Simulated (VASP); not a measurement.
TaN:

```
Ta N
1.0
     2.87486    0.00000    0.00000
    -1.43743    2.48970    0.00000
     0.00000    0.00000    2.77622
Ta N
1 1
Direct
  0.66667 0.33333 0.00000
  0.33333 0.66667 0.50000
```

- Program: VASP 6.6.1
- Task: relaxation of cell and atoms
- Functional: PBE
- Potentials or basis: VASP PAW PBE potentials, release 64 (Ta_pv, N)
- Cutoff: 600 eV
- k mesh: 12 × 12 × 8
- Occupations: gaussian, width 0.1 eV
- Spin: no spin polarisation

At the start: pressure 41.0 GPa; volume 9.94 Å³/atom.

Question: How do energy, volume and symmetry change on relaxing?

Answer: Over 7 steps the energy falls by 123.9 meV/atom and the volume is 10.93 Å³/atom (+10.0 %); space group P-6m2 (No. 187, to 0.1 Å) before and after.

The path:
```
step  energy change (eV)  largest force (eV/Å)  pressure (GPa)  volume (Å³)
   1              0.0000                0.0000           40.97        19.87
   2              0.9734                0.0000          -48.94        28.09
   3             -0.2451                0.0000           -3.58        22.12
   4             -0.2475                0.0000           -0.64        21.93
   5             -0.2475                0.0000            0.02        21.89
   6             -0.2477                0.0000            0.38        21.85
   7             -0.2479                0.0000            0.20        21.87
```

Final structure:
```
Ta N
1.0
     2.95110    0.00000    0.00000
    -1.47555    2.55573    0.00000
     0.00000    0.00000    2.89928
Ta N
1 1
Cartesian
  1.4756 0.8519 2.8993
  0.0000 1.7038 1.4496
```
